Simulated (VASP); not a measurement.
# Ti5Si (R32) in VASP: single point with PBEsol

Aim: the single point of Ti5Si with PBEsol.

Program: VASP 6.6.1. These are calculated values, not measurements. Logs are shortened: lines on timing, memory, paths and dates and some standing lists are left out, and cuts for length are marked.

## (1) The cell of the first run

It takes space group R32 (No. 155, trigonal). The conventional cell has a = 5.046 Å, b = 5.046 Å, c = 13.323 Å, α = 90.00°, β = 90.00°, γ = 120.00°. Ti (site symmetry 3) has 12 Ti at 2.83 to 3.66 Å and 3 Si at 2.92 Å within 3.7 Å. Ti (site symmetry 2) has 10 Ti at 2.69 to 3.45 Å and 2 Si at 2.71 Å within 3.5 Å. Si (site symmetry 32) has 12 Ti at 2.71 to 2.92 Å within 3.6 Å.

## (2) Single point, PBEsol

File INCAR:

```
SYSTEM = Ti5Si
PREC = Accurate
ENCUT = 520
EDIFF = 1E-6
ISMEAR = 0
SIGMA = 0.3
LREAL = .FALSE.
LASPH = .TRUE.
NELM = 100
ALGO = Fast
ISIF = 2
LWAVE = .FALSE.
LCHARG = .FALSE.
GGA = PS
NBANDS = 41
```

File KPOINTS:

```
Automatic mesh
0
G
  12 12 12
  0 0 0
```

File POSCAR:

```
Ti5Si
1.0
    2.5228393509      1.4565619783      4.4409048145
   -2.5228393509      1.4565619783      4.4409048145
    0.0000000000     -2.9131239567      4.4409048145
Ti Si
5 1
Direct
    0.1514396700      0.1514396700      0.1514396700
    0.6053500000      0.3946500000      0.0000000000
    0.0000000000      0.6053500000      0.3946500000
    0.8485603300      0.8485603300      0.8485603300
    0.3946500000      0.0000000000      0.6053500000
    0.5000000000      0.5000000000      0.5000000000
```

Potentials or basis: VASP PAW PBE potentials, release 64 (Ti_sv, Si).

Started as:

```bash
> cat potpaw_PBE.64/Ti_sv/POTCAR potpaw_PBE.64/Si/POTCAR > POTCAR
> mpirun -np 1 vasp_std > vasp.out
```

OUTCAR:

```text
SYSTEM = Ti5Si
   PREC = Accurate
   ENCUT = 520
   EDIFF = 1E-6
   ISMEAR = 0
   LREAL = .FALSE.
   LASPH = .TRUE.
   NELM = 100
   ISIF = 2
   GGA = PS

 ion  position               nearest neighbor table
   1  0.151  0.151  0.151-   3 2.83   5 2.83   2 2.83   2 2.88   5 2.88   3 2.88   6 2.92   6 2.92
                             6 2.92
   2  0.605  0.395  0.000-   5 2.69   3 2.69   5 2.69   3 2.69   6 2.71   6 2.71   4 2.83   1 2.83
                             4 2.88   1 2.88
   3  0.000  0.605  0.395-   2 2.69   2 2.69   5 2.69   5 2.69   6 2.71   6 2.71   1 2.83   4 2.83
                             4 2.88   1 2.88
   4  0.849  0.849  0.849-   5 2.83   3 2.83   2 2.83   2 2.88   3 2.88   5 2.88   6 2.92   6 2.92
                             6 2.92
   5  0.395  0.000  0.605-   2 2.69   2 2.69   3 2.69   3 2.69   6 2.71   6 2.71   4 2.83   1 2.83
                             1 2.88   4 2.88
   6  0.500  0.500  0.500-   3 2.71   5 2.71   2 2.71   2 2.71   5 2.71   3 2.71   1 2.92   4 2.92
                             4 2.92   1 2.92   1 2.92   4 2.92

  LATTYP: Found a trigonal (rhomboedric) cell.
 ALAT       =     5.3111135140
 COS(alpha) =     0.5487283809

  Lattice vectors:

 A1 = (   2.5228393509,   1.4565619783,   4.4409048145)
 A2 = (  -2.5228393509,   1.4565619783,   4.4409048145)
 A3 = (   0.0000000000,  -2.9131239567,   4.4409048145)

Analysis of symmetry for initial positions (statically):
=====================================================================
 Subroutine PRICEL returns:
 Original cell was already a primitive cell.

 Routine SETGRP: Setting up the symmetry group for a
 trigonal (rhombohedral) supercell.

 Subroutine GETGRP returns: Found  6 space group operations
 (whereof  6 operations were pure point group operations)
 out of a pool of 12 trial point group operations.

The static configuration has the point symmetry D_3 .

Analysis of symmetry for dynamics (positions and initial velocities):
=====================================================================
 Subroutine PRICEL returns:
 Original cell was already a primitive cell.

 Routine SETGRP: Setting up the symmetry group for a
 trigonal (rhombohedral) supercell.

 Subroutine GETGRP returns: Found  6 space group operations
 (whereof  6 operations were pure point group operations)
 out of a pool of 12 trial point group operations.

The dynamic configuration has the point symmetry D_3 .

 Subroutine INISYM returns: Found  6 space group operations
 (whereof  6 operations are pure point group operations),
 and found     1 'primitive' translations

----------------------------------------------------------------------------------------

                                     Primitive cell

  volume of cell :      97.9132

  direct lattice vectors                    reciprocal lattice vectors
     2.522839351  1.456561978  4.440904814     0.198189393  0.114424699  0.075059779
    -2.522839351  1.456561978  4.440904814    -0.198189393  0.114424699  0.075059779
     0.000000000 -2.913123957  4.440904814     0.000000000 -0.228849399  0.075059779

  length of vectors
     5.311113514  5.311113514  5.311113514     0.240844385  0.240844385  0.240844385

  position of ions in fractional coordinates (direct lattice)
     0.151439670  0.151439670  0.151439670
     0.605350000  0.394650000  0.000000000
     1.000000000  0.605350000  0.394650000
     0.848560330  0.848560330  0.848560330
     0.394650000  1.000000000  0.605350000
     0.500000000  0.500000000  0.500000000

  ion indices of the primitive-cell ions
   primitive index   ion index
                 1           1
                 2           2
                 3           3
                 4           4
                 5           5
                 6           6

----------------------------------------------------------------------------------------

 KPOINTS: Automatic mesh

Automatic generation of k-mesh.
 Grid dimensions read from file:
 generate k-points for:   12   12   12

 Generating k-lattice:

  Cartesian coordinates                     Fractional coordinates (reciprocal lattice)
     0.016515783  0.009535392  0.006254982     0.083333333 -0.000000000 -0.000000000
    -0.016515783  0.009535392  0.006254982    -0.000000000  0.083333333 -0.000000000
     0.000000000 -0.019070783  0.006254982     0.000000000  0.000000000  0.083333333

  Length of vectors
     0.020070365  0.020070365  0.020070365

  Shift w.r.t. Gamma in fractional coordinates (k-lattice)
     0.000000000  0.000000000  0.000000000

 Subroutine IBZKPT returns following result:
 ===========================================

 Found    189 irreducible k-points:

 Following reciprocal coordinates:
            Coordinates               Weight
  0.000000  0.000000  0.000000      1.000000
  0.083333  0.000000  0.000000      6.000000
  0.166667  0.000000  0.000000      6.000000
  0.250000  0.000000  0.000000      6.000000
  0.333333  0.000000  0.000000      6.000000
  0.416667  0.000000  0.000000      6.000000
[... 16 lines left out ...]
  0.500000  0.166667  0.000000     12.000000
 -0.416667  0.166667 -0.000000     12.000000
 [... further k-points ...]
   k-points           NKPTS =    189   k-points in BZ     NKDIM =    189   number of bands    NBANDS=     41
   number of dos      NEDOS =    301   number of ions     NIONS =      6
   total plane-waves  NPLWV =  64000
   dimension x,y,z NGX =    40 NGY =   40 NGZ =   40
   dimension x,y,z NGXF=    80 NGYF=   80 NGZF=   80
   ions per type =               5   1
   NGX,Y,Z   is equivalent  to a cutoff of  12.52, 12.52, 12.52 a.u.
   NGXF,Y,Z  is equivalent  to a cutoff of  25.04, 25.04, 25.04 a.u.
 SYSTEM =  Ti5Si
   PREC   = accura    normal or accurate (medium, high low for compatibility)
   ISTART =      0    job   : 0-new  1-cont  2-samecut
   ICHARG =      2    charge: 1-file 2-atom 10-const
   ISPIN  =      1    spin polarized calculation?
   LNONCOLLINEAR =      F non collinear calculations
   LSORBIT =      F    spin-orbit coupling
   LASPH  =      T    aspherical Exc in radial PAW
   ENCUT  =  520.0 eV  38.22 Ry    6.18 a.u.   9.88  9.88  9.88*2*pi/ulx,y,z
   NELM   =    100;   NELMIN=  2; NELMDL= -5     # of ELM steps
   EDIFF  = 0.1E-05   stopping-criterion for ELM
   LREAL  =      F    real-space projection
   EDIFFG = 0.1E-04   stopping-criterion for IOM
   NSW    =      0    number of steps for IOM
   IBRION =     -1    ionic relax: 0-MD 1-quasi-New 2-CG
   NFREE  =      0    steps in history (QN), initial steepest desc. (CG)
   ISIF   =      2    stress and relaxation
   ISYM   =      2    0-nonsym 1-usesym 2-fastsym
   POTIM  = 0.5000    time-step for ionic-motion
   TEBEG  =    0.0;   TEEND  =   0.0 temperature during run
   PSTRESS=    0.0 pullay stress
   NELECT =      64.0000    total number of electrons
   NUPDOWN=      -1.0000    fix difference up-down
   EMIN   =  10.00;   EMAX   =-10.00  energy-range for DOS
   EFERMI =   0.00;   METHOD = LEGACY
   ISMEAR =     0;   SIGMA  =   0.30  broadening in eV -4-tet -1-fermi 0-gaus
   EFERMI_NEDOS =   21; number of points for ismear=-14 and -15
   IALGO  =     68    algorithm
   IMIX   =      4    mixing-type and parameters
     AMIX     =   0.40;   BMIX     =  1.00
     AMIX_MAG =   1.60;   BMIX_MAG =  1.00
  volume/ion in A,a.u.               =      16.32       110.13
  Fermi-wavevector in a.u.,A,eV,Ry     =   1.420761  2.684849 27.464205  2.018562
  Thomas-Fermi vector in A             =   2.541642
   LORBIT       =      0    0 simple, 1 ext, 2 COOP (PROOUT), +10 PAW based schemes
   GGA     = PS    functional components
   LHFCALC =     F    Hartree Fock is set to
   AEXX    =    0.0000 exact exchange contribution
   IVDW    =     0    specifies the selected vdW correction
   LEPSILON=     F    determine dielectric tensor
   LRPA    =     F    only Hartree local field effects (RPA)
 non-spin polarized calculation
 RMM-DIIS sequential band-by-band and
 Gauss-broadening in eV      SIGMA  =   0.30
  energy-cutoff  :      520.00
  volume of cell :       97.91
 maximum number of plane-waves:      2662
   NGX = 19   NGY = 19   NGZ = 19

 number of electron      63.9999999 magnetization

 Free energy of the ion-electron system (eV)
  ---------------------------------------------------
  ext. energy  EPLUGINS =         0.00000000
  ---------------------------------------------------
  free energy    TOTEN  =       -49.50148294 eV

  energy without entropy =      -49.23603930  energy(sigma->0) =      -49.36876112

 E-fermi :   8.6588     XC(G=0): -11.7263

 val. band max:        8.6520168519   @ k =  -0.4167   0.5000   0.1667
 cond. band min:       8.6618349888   @ k =   0.5000   0.4167   0.0000
 fundamental gap:      0.0098181368
 Fermi energy:         8.6587543474

 k-point     1 :       0.0000    0.0000    0.0000
  band No.  band energies     occupation
      1     -47.8644      2.00000
      2     -47.7882      2.00000
      3     -47.6588      2.00000
      4     -47.5249      2.00000
      5     -47.5249      2.00000
      6     -24.4658      2.00000
[... 33 lines left out ...]
     40      10.4236      0.00000
     41      10.4550      0.00000

 k-point     2 :       0.0833    0.0000    0.0000
  band No.  band energies     occupation
      1     -47.8628      2.00000
      2     -47.7890      2.00000
      3     -47.6573      2.00000
      4     -47.5272      2.00000
      5     -47.5249      2.00000
      6     -24.4635      2.00000
[... 33 lines left out ...]
     40      10.3790      0.00000
     41      10.5452      0.00000

 k-point     3 :       0.1667    0.0000    0.0000
  band No.  band energies     occupation
      1     -47.8582      2.00000
      2     -47.7916      2.00000
      3     -47.6530      2.00000
      4     -47.5338      2.00000
      5     -47.5249      2.00000
      6     -24.4580      2.00000
[... 875 lines left out ...]
      2     -47.8089      2.00000
      3     -47.6240      2.00000
      4     -47.5737      2.00000
      5     -47.5250      2.00000
      6     -24.4388      2.00000
[... 33 lines left out ...]
     40      10.4057      0.00000
     41      10.6609      0.00000

 k-point    24 :      -0.4167    0.1667   -0.0000
  band No.  band energies     occupation
      1     -47.8290      2.00000
      2     -47.8113      2.00000
      3     -47.6177      2.00000
      4     -47.5798      2.00000
      5     -47.5250      2.00000
      6     -24.4354      2.00000
[... 33 lines left out ...]
     40      10.4306      0.00000
     41      10.6326      0.00000

 [... further k-points ...]

------------------------ aborting loop because EDIFF is reached ----------------------------------------

  FORCE on cell =-STRESS in cart. coord.  units (eV):
  Direction    XX          YY          ZZ          XY          YZ          ZX
  --------------------------------------------------------------------------------------
  -------------------------------------------------------------------------------------
  Total       -2.6730698     -2.6730698     -2.6569953      0.0000000      0.0000000      0.0000000
  in kB      -43.7400820    -43.7400820    -43.4770517      0.0000000      0.0000000      0.0000000
  external PRESSURE =     -43.6524053 kB  Pullay stress =       0.0000000 kB

 VOLUME and BASIS-vectors are now :
 -----------------------------------------------------------------------------
  energy-cutoff  :      520.00
  volume of cell :       97.91
      direct lattice vectors                 reciprocal lattice vectors
     2.522839351  1.456561978  4.440904814     0.198189393  0.114424699  0.075059779
    -2.522839351  1.456561978  4.440904814    -0.198189393  0.114424699  0.075059779
     0.000000000 -2.913123957  4.440904814     0.000000000 -0.228849399  0.075059779

 POSITION                                       TOTAL-FORCE (eV/Angst)
 -----------------------------------------------------------------------------------
      0.00000     -0.00000      2.01759        -0.000000      0.000000     -0.042586
      0.53156      1.45656      4.44090        -0.067956      0.000000      0.000000
     -1.52720     -0.26793      4.44090         0.033978     -0.058852      0.000000
      0.00000     -0.00000     11.30513        -0.000000     -0.000000      0.042586
      0.99564     -1.18863      4.44090         0.033978      0.058852      0.000000
      0.00000     -0.00000      6.66136        -0.000000      0.000000      0.000000
 -----------------------------------------------------------------------------------
    total drift:                                0.000000     -0.000000      0.000000

  FREE ENERGIE OF THE ION-ELECTRON SYSTEM (eV)
  ---------------------------------------------------
  free  energy   TOTEN  =       -49.5014829438 eV

  energy  without entropy=      -49.2360393005  energy(sigma->0) =      -49.36876112
```

Wall time 33 min (1 thread of AMD EPYC 9R45 (Zen 5), shared host); peak memory 0.62 GiB.

What came out:

```yaml
Free_energy: -49.5015 eV
Pressure: -4.4 GPa
Largest_force: 0.068 eV/Å
Band_gap_on_the_k_mesh: zero (bands 32 and 33 overlap by 0.59 eV)
```

Forces on the atoms (eV/Å):
```
Ti   0.000  0.000 -0.043
Ti  -0.068  0.000  0.000
Ti   0.034 -0.059  0.000
Ti   0.000  0.000  0.043
Ti   0.034  0.059  0.000
Si   0.000  0.000  0.000
```

Levels at points of the mesh, in eV from the Fermi level:
| k point | band 28 | band 29 | band 30 | band 31 | band 32 | band 33 | band 34 | band 35 | band 36 | band 37 |
| --- | --- | --- | --- | --- | --- | --- | --- | --- | --- | --- |
| (0.00, 0.00, 0.00) | -1.08 | -0.90 | -0.90 | -0.72 | -0.12 | -0.05 | -0.05 | 1.06 | 1.06 | 1.40 |
| (0.50, 0.00, 0.00) | -1.54 | -1.09 | -0.74 | -0.52 | 0.36 | 0.55 | 0.57 | 0.72 | 0.75 | 1.10 |
| (0.50, 0.50, 0.00) | -1.47 | -1.30 | -0.56 | -0.37 | -0.12 | -0.06 | 0.64 | 0.71 | 0.98 | 1.42 |
| (0.50, 0.50, 0.50) | -1.44 | -0.83 | -0.58 | -0.58 | -0.16 | 0.26 | 0.26 | 0.87 | 1.28 | 1.28 |

Caveat: the cell stands under tension; so wide a smearing shifts energies and pressures; the PAW data sets were made with another functional, which shifts forces and pressure a little.
